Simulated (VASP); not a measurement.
# InSb (I-4m2) in VASP: single point with PBE

Aim: the single point of InSb with PBE.

Program: VASP 6.6.1. These are calculated values, not measurements. Logs are shortened: lines on timing, memory, paths and dates and some standing lists are left out, and cuts for length are marked.

## Step 1: The cell of the first run

Symmetry: I-4m2, No. 119, tetragonal system. The conventional cell has a = 4.692 Å, b = 4.692 Å, c = 7.033 Å, α = 90.00°, β = 90.00°, γ = 90.00°. Within 3.9 Å of In (site symmetry -4m2) lie 4 Sb at 2.93 Å. Within 3.9 Å of Sb (site symmetry -4m2) lie 4 In at 2.93 Å.

## Step 2: Single point, PBE (strain +0.0600 x Voigt [1, 0, 0, 0, 0, 0])

File INCAR:

```
PREC     = Accurate       # precision mode
ENCUT    = 520            # plane-wave cutoff, eV
EDIFF    = 1E-6           # SCF threshold, eV
ISMEAR   = 0              # smearing method
SIGMA    = 0.15           # smearing width, eV
LREAL    = F              # projectors in reciprocal space
LASPH    = T              # aspherical terms in the spheres
NELM     = 80             # most SCF steps
ALGO     = Normal         # electronic algorithm
ISIF     = 2              # what is computed and relaxed
LWAVE    = F              # write WAVECAR
LCHARG   = F              # write CHGCAR
GGA      = PE             # functional
NBANDS   = 16             # bands
```

File KPOINTS:

```
Automatic mesh
0
Gamma
  16 16 16
```

File POSCAR:

```
InSb
1.0
    0.0000000000      3.3174249940      3.3174249940
    3.5164704936      0.0000000000      3.3174249940
    3.5164704936      3.3174249940      0.0000000000
In Sb
1 1
Direct
    0.0000000000      0.0000000000      0.0000000000
    0.7500000000      0.7500000000      0.7500000000
```

Potentials or basis: VASP PAW PBE potentials, release 64 (In_d, Sb).

Run with:

```console
> cat potpaw_PBE.64/In_d/POTCAR potpaw_PBE.64/Sb/POTCAR > POTCAR
> mpirun -np 1 vasp_std > vasp.out
```

OUTCAR:

```text
PREC = Accurate
   ENCUT = 520
   EDIFF = 1E-6
   ISMEAR = 0
   LREAL = F
   LASPH = T
   NELM = 80
   ISIF = 2
   GGA = PE

 ion  position               nearest neighbor table
   1  0.000  0.000  0.000-   2 2.93   2 2.93   2 2.93   2 2.93
   2  0.750  0.750  0.750-   1 2.93   1 2.93   1 2.93   1 2.93

  LATTYP: Found a body centered tetragonal cell.
 ALAT       =     4.6915474187
 C/A-ratio  =     1.4990663761

  Lattice vectors:

 A1 = (   3.5164704936,   0.0000000000,   3.3174249940)
 A2 = (   3.5164704936,   0.0000000000,  -3.3174249940)
 A3 = (  -3.5164704936,   3.3174249940,   0.0000000000)

Analysis of symmetry for initial positions (statically):
=====================================================================
 Subroutine PRICEL returns:
 Original cell was already a primitive cell.

 Routine SETGRP: Setting up the symmetry group for a
 body centered tetragonal supercell.

 Subroutine GETGRP returns: Found  8 space group operations
 (whereof  8 operations were pure point group operations)
 out of a pool of 16 trial point group operations.

The static configuration has the point symmetry D_2d.

Analysis of symmetry for dynamics (positions and initial velocities):
=====================================================================
 Subroutine PRICEL returns:
 Original cell was already a primitive cell.

 Routine SETGRP: Setting up the symmetry group for a
 body centered tetragonal supercell.

 Subroutine GETGRP returns: Found  8 space group operations
 (whereof  8 operations were pure point group operations)
 out of a pool of 16 trial point group operations.

The dynamic configuration has the point symmetry D_2d.

 Subroutine INISYM returns: Found  8 space group operations
 (whereof  8 operations are pure point group operations),
 and found     1 'primitive' translations

----------------------------------------------------------------------------------------

                                     Primitive cell

  volume of cell :      77.3997

  direct lattice vectors                    reciprocal lattice vectors
     0.000000000  3.317424994  3.317424994    -0.142188027  0.150719308  0.150719308
     3.516470494  0.000000000  3.317424994     0.142188027 -0.150719308  0.150719308
     3.516470494  3.317424994  0.000000000     0.142188027  0.150719308 -0.150719308

  length of vectors
     4.691547419  4.834343112  4.834343112     0.256222666  0.256222666  0.256222666

  position of ions in fractional coordinates (direct lattice)
     0.000000000  0.000000000  0.000000000
     0.750000000  0.750000000  0.750000000

  ion indices of the primitive-cell ions
   primitive index   ion index
                 1           1
                 2           2

----------------------------------------------------------------------------------------

 KPOINTS: Automatic mesh

Automatic generation of k-mesh.
 Grid dimensions read from file:
 generate k-points for:   16   16   16

 Generating k-lattice:

  Cartesian coordinates                     Fractional coordinates (reciprocal lattice)
    -0.008886752  0.009419957  0.009419957     0.062500000 -0.000000000 -0.000000000
     0.008886752 -0.009419957  0.009419957     0.000000000  0.062500000  0.000000000
     0.008886752  0.009419957 -0.009419957     0.000000000  0.000000000  0.062500000

  Length of vectors
     0.016013917  0.016013917  0.016013917

  Shift w.r.t. Gamma in fractional coordinates (k-lattice)
     0.000000000  0.000000000  0.000000000

 Subroutine IBZKPT returns following result:
 ===========================================

 Found    349 irreducible k-points:

 Following reciprocal coordinates:
            Coordinates               Weight
  0.000000  0.000000  0.000000      1.000000
  0.062500 -0.000000 -0.000000      8.000000
  0.125000 -0.000000 -0.000000      8.000000
  0.187500  0.000000  0.000000      8.000000
  0.250000 -0.000000 -0.000000      8.000000
  0.312500  0.000000  0.000000      8.000000
[... 16 lines left out ...]
 -0.125000  0.062500  0.000000     16.000000
 -0.062500  0.062500  0.000000      8.000000
 [... further k-points ...]
   k-points           NKPTS =    349   k-points in BZ     NKDIM =    349   number of bands    NBANDS=     16
   number of dos      NEDOS =    301   number of ions     NIONS =      2
   total plane-waves  NPLWV =  46656
   dimension x,y,z NGX =    36 NGY =   36 NGZ =   36
   dimension x,y,z NGXF=    72 NGYF=   72 NGZF=   72
   ions per type =               1   1
   NGX,Y,Z   is equivalent  to a cutoff of  12.76, 12.38, 12.38 a.u.
   NGXF,Y,Z  is equivalent  to a cutoff of  25.51, 24.76, 24.76 a.u.
 SYSTEM =  unknown system
   PREC   = accura    normal or accurate (medium, high low for compatibility)
   ISTART =      0    job   : 0-new  1-cont  2-samecut
   ICHARG =      2    charge: 1-file 2-atom 10-const
   ISPIN  =      1    spin polarized calculation?
   LNONCOLLINEAR =      F non collinear calculations
   LSORBIT =      F    spin-orbit coupling
   LASPH  =      T    aspherical Exc in radial PAW
   ENCUT  =  520.0 eV  38.22 Ry    6.18 a.u.   8.72  8.99  8.99*2*pi/ulx,y,z
   NELM   =     80;   NELMIN=  2; NELMDL= -5     # of ELM steps
   EDIFF  = 0.1E-05   stopping-criterion for ELM
   LREAL  =      F    real-space projection
   EDIFFG = 0.1E-04   stopping-criterion for IOM
   NSW    =      0    number of steps for IOM
   IBRION =     -1    ionic relax: 0-MD 1-quasi-New 2-CG
   NFREE  =      0    steps in history (QN), initial steepest desc. (CG)
   ISIF   =      2    stress and relaxation
   ISYM   =      2    0-nonsym 1-usesym 2-fastsym
   POTIM  = 0.5000    time-step for ionic-motion
   TEBEG  =    0.0;   TEEND  =   0.0 temperature during run
   PSTRESS=    0.0 pullay stress
   NELECT =      18.0000    total number of electrons
   NUPDOWN=      -1.0000    fix difference up-down
   EMIN   =  10.00;   EMAX   =-10.00  energy-range for DOS
   EFERMI =   0.00;   METHOD = LEGACY
   ISMEAR =     0;   SIGMA  =   0.15  broadening in eV -4-tet -1-fermi 0-gaus
   EFERMI_NEDOS =   21; number of points for ismear=-14 and -15
   IALGO  =     38    algorithm
   IMIX   =      4    mixing-type and parameters
     AMIX     =   0.40;   BMIX     =  1.00
     AMIX_MAG =   1.60;   BMIX_MAG =  1.00
  volume/ion in A,a.u.               =      38.70       261.16
  Fermi-wavevector in a.u.,A,eV,Ry     =   1.006745  1.902471 13.789974  1.013534
  Thomas-Fermi vector in A             =   2.139506
   LORBIT       =      0    0 simple, 1 ext, 2 COOP (PROOUT), +10 PAW based schemes
   GGA     = PE    functional components
   LHFCALC =     F    Hartree Fock is set to
   AEXX    =    0.0000 exact exchange contribution
   IVDW    =     0    specifies the selected vdW correction
   LEPSILON=     F    determine dielectric tensor
   LRPA    =     F    only Hartree local field effects (RPA)
 non-spin polarized calculation
 Gauss-broadening in eV      SIGMA  =   0.15
  energy-cutoff  :      520.00
  volume of cell :       77.40
 maximum number of plane-waves:      2110
   NGX = 17   NGY = 17   NGZ = 17

 number of electron      17.9999997 magnetization

 Free energy of the ion-electron system (eV)
  ---------------------------------------------------
  ext. energy  EPLUGINS =         0.00000000
  ---------------------------------------------------
  free energy    TOTEN  =        -6.91169654 eV

  energy without entropy =       -6.91122729  energy(sigma->0) =       -6.91146191

 E-fermi :   3.9956     XC(G=0):  -8.1467

 val. band max:        3.9231111154   @ k =   0.0000   0.0000   0.0000
 cond. band min:       4.1261206286   @ k =   0.0625  -0.0000  -0.0000
 fundamental gap:      0.2030095132
 Fermi energy:         3.9955898146

 k-point     1 :       0.0000    0.0000    0.0000
  band No.  band energies     occupation
      1     -10.5579      2.00000
      2     -10.5450      2.00000
      3     -10.5450      2.00000
      4     -10.5014      2.00000
      5     -10.4899      2.00000
      6      -6.1324      2.00000
[... 8 lines left out ...]
     15      11.4041      0.00000
     16      12.0120      0.00000

 k-point     2 :       0.0625   -0.0000   -0.0000
  band No.  band energies     occupation
      1     -10.5578      2.00000
      2     -10.5456      2.00000
      3     -10.5445      2.00000
      4     -10.5015      2.00000
      5     -10.4899      2.00000
      6      -6.1032      2.00000
[... 8 lines left out ...]
     15      11.1670      0.00000
     16      11.9094      0.00000

 k-point     3 :       0.1250   -0.0000   -0.0000
  band No.  band energies     occupation
      1     -10.5580      2.00000
      2     -10.5468      2.00000
      3     -10.5432      2.00000
      4     -10.5017      2.00000
      5     -10.4897      2.00000
      6      -6.0168      2.00000
[... 8 lines left out ...]
     15      10.9009      0.00000
     16      11.4901      0.00000

 k-point     4 :       0.1875    0.0000    0.0000
  band No.  band energies     occupation
      1     -10.5599      2.00000
      2     -10.5472      2.00000
      3     -10.5412      2.00000
      4     -10.5019      2.00000
      5     -10.4894      2.00000
      6      -5.8782      2.00000
[... 8 lines left out ...]
     15      10.8885      0.00000
     16      11.2133      0.00000

 k-point     5 :       0.2500   -0.0000   -0.0000
  band No.  band energies     occupation
      1     -10.5637      2.00000
      2     -10.5461      2.00000
      3     -10.5391      2.00000
      4     -10.5020      2.00000
      5     -10.4889      2.00000
      6      -5.6970      2.00000
[... 8 lines left out ...]
     15      11.0347      0.00000
     16      11.1355      0.00000

 k-point     6 :       0.3125    0.0000    0.0000
  band No.  band energies     occupation
      1     -10.5682      2.00000
      2     -10.5444      2.00000
      3     -10.5371      2.00000
      4     -10.5020      2.00000
      5     -10.4883      2.00000
      6      -5.4903      2.00000
[... 8 lines left out ...]
     15      11.2883      0.00000
     16      11.3136      0.00000

 k-point     7 :       0.3750    0.0000    0.0000
  band No.  band energies     occupation
      1     -10.5723      2.00000
      2     -10.5429      2.00000
      3     -10.5356      2.00000
      4     -10.5018      2.00000
      5     -10.4876      2.00000
      6      -5.2867      2.00000
[... 8 lines left out ...]
     15      11.6584      0.00000
     16      11.8292      0.00000

 k-point     8 :       0.4375   -0.0000   -0.0000
  band No.  band energies     occupation
      1     -10.5751      2.00000
      2     -10.5420      2.00000
      3     -10.5346      2.00000
      4     -10.5016      2.00000
      5     -10.4871      2.00000
      6      -5.1301      2.00000
[... 8 lines left out ...]
     15      12.1681      0.00000
     16      12.4429      0.00000

 k-point     9 :       0.5000   -0.0000   -0.0000
  band No.  band energies     occupation
      1     -10.5761      2.00000
      2     -10.5416      2.00000
      3     -10.5343      2.00000
      4     -10.5015      2.00000
      5     -10.4869      2.00000
      6      -5.0699      2.00000
[... 8 lines left out ...]
     15      12.5157      0.00000
     16      12.5908      0.00000
[... 172 lines left out ...]
 k-point    19 :      -0.3750    0.0625    0.0000
  band No.  band energies     occupation
      1     -10.5741      2.00000
      2     -10.5418      2.00000
      3     -10.5348      2.00000
      4     -10.5017      2.00000
      5     -10.4876      2.00000
      6      -5.2084      2.00000
[... 8 lines left out ...]
     15      11.5995      0.00000
     16      12.3743      0.00000

 k-point    20 :      -0.3125    0.0625    0.0000
  band No.  band energies     occupation
      1     -10.5708      2.00000
      2     -10.5430      2.00000
      3     -10.5359      2.00000
      4     -10.5018      2.00000
      5     -10.4884      2.00000
      6      -5.4014      2.00000
[... 8 lines left out ...]
     15      11.0759      0.00000
     16      11.9207      0.00000

 k-point    21 :      -0.2500    0.0625    0.0000
  band No.  band energies     occupation
      1     -10.5667      2.00000
      2     -10.5445      2.00000
      3     -10.5376      2.00000
      4     -10.5019      2.00000
      5     -10.4890      2.00000
      6      -5.6099      2.00000
[... 8 lines left out ...]
     15      10.8441      0.00000
     16      11.6213      0.00000

 k-point    22 :      -0.1875    0.0625    0.0000
  band No.  band energies     occupation
      1     -10.5629      2.00000
      2     -10.5458      2.00000
      3     -10.5396      2.00000
      4     -10.5018      2.00000
      5     -10.4895      2.00000
      6      -5.8005      2.00000
[... 8 lines left out ...]
     15      10.8271      0.00000
     16      11.3471      0.00000

 k-point    23 :      -0.1250    0.0625    0.0000
  band No.  band energies     occupation
      1     -10.5602      2.00000
      2     -10.5462      2.00000
      3     -10.5416      2.00000
      4     -10.5016      2.00000
      5     -10.4898      2.00000
      6      -5.9530      2.00000
[... 8 lines left out ...]
     15      10.6116      0.00000
     16      11.3135      0.00000

 k-point    24 :      -0.0625    0.0625    0.0000
  band No.  band energies     occupation
      1     -10.5587      2.00000
      2     -10.5458      2.00000
      3     -10.5433      2.00000
      4     -10.5015      2.00000
      5     -10.4899      2.00000
      6      -6.0559      2.00000
[... 8 lines left out ...]
     15      10.8108      0.00000
     16      11.6383      0.00000

 [... further k-points ...]
[... 5 lines left out ...]
  --------------------------------------------------------------------------------------
  -------------------------------------------------------------------------------------
  Total       -1.4475836     -0.6440688     -0.6440688      0.0000000      0.0000000     -0.0000000
  in kB      -29.9650524    -13.3322569    -13.3322569      0.0000000      0.0000000     -0.0000000
  external PRESSURE =     -18.8765221 kB  Pullay stress =       0.0000000 kB

 VOLUME and BASIS-vectors are now :
 -----------------------------------------------------------------------------
  energy-cutoff  :      520.00
  volume of cell :       77.40
      direct lattice vectors                 reciprocal lattice vectors
     0.000000000  3.317424994  3.317424994    -0.142188027  0.150719308  0.150719308
     3.516470494  0.000000000  3.317424994     0.142188027 -0.150719308  0.150719308
     3.516470494  3.317424994  0.000000000     0.142188027  0.150719308 -0.150719308

 POSITION                                       TOTAL-FORCE (eV/Angst)
 -----------------------------------------------------------------------------------
      0.00000      0.00000      0.00000        -0.000000     -0.000000     -0.000000
      5.27471      4.97614      4.97614         0.000000      0.000000      0.000000
 -----------------------------------------------------------------------------------
    total drift:                                0.000000      0.000000      0.000000

  FREE ENERGIE OF THE ION-ELECTRON SYSTEM (eV)
  ---------------------------------------------------
  free  energy   TOTEN  =        -6.9116965421 eV

  energy  without entropy=       -6.9112272870  energy(sigma->0) =       -6.91146191
```

Run time: 6.3 min. Hardware: 1 thread of AMD EPYC 7R43 (Zen 3), shared host; peak memory 0.52 GiB.

What came out:

* Free energy: -6.9117 eV
* Pressure: -1.9 GPa
* Band gap on the k mesh: zero (filled and empty bands touch)

Caveat: the cell differs from its parent crystal (strain +0.0600 x Voigt [1, 0, 0, 0, 0, 0]); semilocal functionals underestimate gaps, and a narrow one can read as zero; spin-orbit coupling is left out, which moves the levels of the heavy elements.

The gap in the log of VASP goes by the Fermi energy; the results here count the filled bands.